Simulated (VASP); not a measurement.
Write the native input for VASP 6.6.1 that does the following.

* Task: single point
* Functional: PBE
* Dispersion: D3(BJ)
* Potentials or basis: VASP PAW PBE potentials, release 64 (Si, N)
* Cutoff: 520 eV
* k mesh: 6 × 6 × 8
* Occupations: gaussian, width 0.02 eV
* Spin: no spin polarisation
* Dipole correction: no
* Further INCAR settings: ALGO = Normal; EDIFF = 1e-07; NBANDS = 45

The structure of Si3N4 lies in POSCAR:

```
Si3N4
1.0
    7.6974316516      0.0000000000      0.0000000000
   -3.8487158258      6.6661713542      0.0000000000
    0.0000000000      0.0000000000      2.9380237582
Si N
6 8
Direct
    0.7695085973      0.1756827068      0.3256285714
    0.5938258905      0.7695085973      0.8256285714
    0.8243172932      0.5938258905      0.3256285714
    0.2304914027      0.8243172932      0.8256285714
    0.4061741095      0.2304914027      0.3256285714
    0.1756827068      0.4061741095      0.8256285714
    0.0314404017      0.3303292651      0.3256285714
    0.7011111366      0.0314404017      0.8256285714
    0.6696707349      0.7011111366      0.3256285714
    0.9685595983      0.6696707349      0.8256285714
    0.2988888634      0.9685595983      0.3256285714
    0.3303292651      0.2988888634      0.8256285714
    0.3333333333      0.6666666667     -0.1743714286
    0.6666666667      0.3333333333      0.3256285714
```

These files were run (other wordings do the same):

INCAR

```
SYSTEM = Si3N4
ALGO = Normal
EDIFF = 1E-7
ENCUT = 520
GGA = PE
ISIF = 2
ISMEAR = 0
IVDW = 12
LASPH = .True.
LCHARG = .True.
LELF = .True.
LREAL = .False.
LVHAR = .True.
LWAVE = .False.
NBANDS = 45
NELM = 60
PREC = Accurate
SIGMA = 0.02
```

KPOINTS

```
k-points
0
Gamma
  6 6 8
  0 0 0
```

Potentials or basis: VASP PAW PBE potentials, release 64 (Si, N).

The run is started by

```bash
$ cat potpaw_PBE.64/Si/POTCAR potpaw_PBE.64/N/POTCAR > POTCAR
$ mpirun -np 1 vasp_std > vasp.out
```

Results of the run:

```json
{
  "Pressure": "-7.0 GPa",
  "Largest force": "0.003 eV/Å",
  "Band gap on the k mesh": "4.22 eV (least direct gap 4.40 eV)",
  "Dispersion energy per atom": "-0.248 eV"
}
```

Caveat: the cell stands under tension.

Wall time 5.7 min on 1 thread of Intel(R) Xeon(R) Platinum 8259CL CPU @ 2.50GHz (Skylake/Cascade Lake), with other jobs on the host, peak memory 0.39 GiB.
